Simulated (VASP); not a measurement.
The system is MgO.

```
Mg O
1.0
     0.00000    2.13515    2.13515
     2.05508    0.00000    2.13515
     2.05508    2.13515    0.00000
Mg O
1 1
Direct
  0.00000 0.00000 0.00000
  0.50000 0.50000 0.50000
```

This cell differs from its parent crystal: strain -0.0375 x Voigt [1, 0, 0, 0, 0, 0].

Base run:

- Program: VASP 6.6.1
- Functional: r2SCAN
- Potentials or basis: VASP PAW PBE potentials, release 64 (Mg, O)
- Cutoff: 520 eV
- k mesh: 10 × 10 × 10
- Occupations: gaussian, width 0.05 eV
- Spin: no spin polarisation

Its results: band gap on the k mesh 5.53 eV, direct; pressure -2.0 GPa.

Q: The run is repeated on the same cell with these changes: potentials or basis from VASP PAW PBE potentials, release 64 (Mg, O) to VASP PAW PBE potentials, release 64 (Mg_sv, O); cutoff from 520 eV to 660 eV; further incar settings from ALGO = Normal; EDIFF = 1e-06; NBANDS = 11 to ALGO = Normal; EDIFF = 1e-06; NBANDS = 15; valence electrons from 8 to 16. What comes out?

A: Band gap on the k mesh 5.59 eV, direct; pressure -1.0 GPa.

Caveats: the PAW data sets were made with another functional, which shifts forces and pressure a little.

